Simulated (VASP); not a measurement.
Wanted: the native input for a VASP 6.6.1 run.

```
Task                   : single point
Functional             : PBE
Potentials or basis    : VASP PAW PBE potentials, release 64 (Hf_pv, C)
Cutoff                 : 520 eV
k mesh                 : 12 × 12 × 12
Occupations            : fermi-dirac, width 0.05 eV
Spin                   : no spin polarisation
Dipole correction      : no
Further INCAR settings : ALGO = Normal; EDIFF = 1e-06; NBANDS = 14
```

The structure of HfC lies in POSCAR:

```
HfC
1.0
    0.0000000000      2.2779414499      2.2779414499
    2.2779414499      0.0000000000      2.2779414499
    2.2779414499      2.2779414499      0.0000000000
Hf C
1 1
Direct
    0.5000000000      0.5000000000      0.5000000000
    0.0000000000      0.0000000000      0.0000000000
```

This cell differs from its parent crystal: volume scaled by 0.9405.

These files were run (other wordings do the same):

INCAR

```
SYSTEM = HfC
PREC     = Accurate       ! precision mode
ENCUT    = 520            ! plane-wave cutoff, eV
EDIFF    = 1E-6           ! SCF threshold, eV
ISMEAR   = -1             ! smearing method
SIGMA    = 0.05           ! smearing width, eV
LREAL    = .FALSE.        ! projectors in reciprocal space
LASPH    = .TRUE.         ! aspherical terms in the spheres
NELM     = 100            ! most SCF steps
ALGO     = Normal         ! electronic algorithm
ISIF     = 2              ! what is computed and relaxed
LWAVE    = .FALSE.        ! write WAVECAR
LCHARG   = .FALSE.        ! write CHGCAR
GGA      = PE             ! functional
NBANDS   = 14             ! bands
```

KPOINTS

```
Automatic mesh
0
G
  12 12 12
  0 0 0
```

Potentials or basis: VASP PAW PBE potentials, release 64 (Hf_pv, C).

Command:

```bash
$ cat potpaw_PBE.64/Hf_pv/POTCAR potpaw_PBE.64/C/POTCAR > POTCAR
$ mpirun -np 1 vasp_std > vasp.out
```

Results of the run:

* Pressure: 16.1 GPa
* Band gap on the k mesh: zero (band 7 reaches 7.47 eV, above the bottom of band 8 at 6.00 eV)

Caveat: spin-orbit coupling is left out, which moves the levels of the heavy elements.

Wall time 12 s on 1 thread of Intel(R) Xeon(R) Platinum 8375C CPU @ 2.90GHz (Ice Lake), on a shared host, peak memory 0.15 GiB.
